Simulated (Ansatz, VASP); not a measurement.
## Two plane-wave programs on Tl

```
CELL_PARAMETERS angstrom
-1.98717 1.98717 1.98717
1.98717 -1.98717 1.98717
1.98717 1.98717 -1.98717
ATOMIC_POSITIONS crystal
Tl 0.00000 0.00000 0.00000
```

Alike in both runs: functional PBE; k mesh 16 × 16 × 16; occupations gaussian, width 0.1 eV; no spin polarisation.

Ansatz relaxed the structure, and its values are those at the end. VASP's run is a single point on that final structure, the one shown.

```csv
,VASP,Ansatz
version,VASP 6.6.1,Ansatz 0.2.0
potentials or method,"VASP PAW PBE potentials, release 64 (Tl_d), cutoff 520 eV","scalar-relativistic, plane waves, PAW"
valence electrons in the cell,13,13
```

```csv
,VASP,Ansatz,Ansatz less VASP
gap on the k mesh at the Fermi level (eV),none,none,-
pressure (GPa),-0.1,0.0,+0.06
```

A gap of «none» marks a metal or a gap that the smearing closes.

Neither program's run includes spin-orbit coupling.
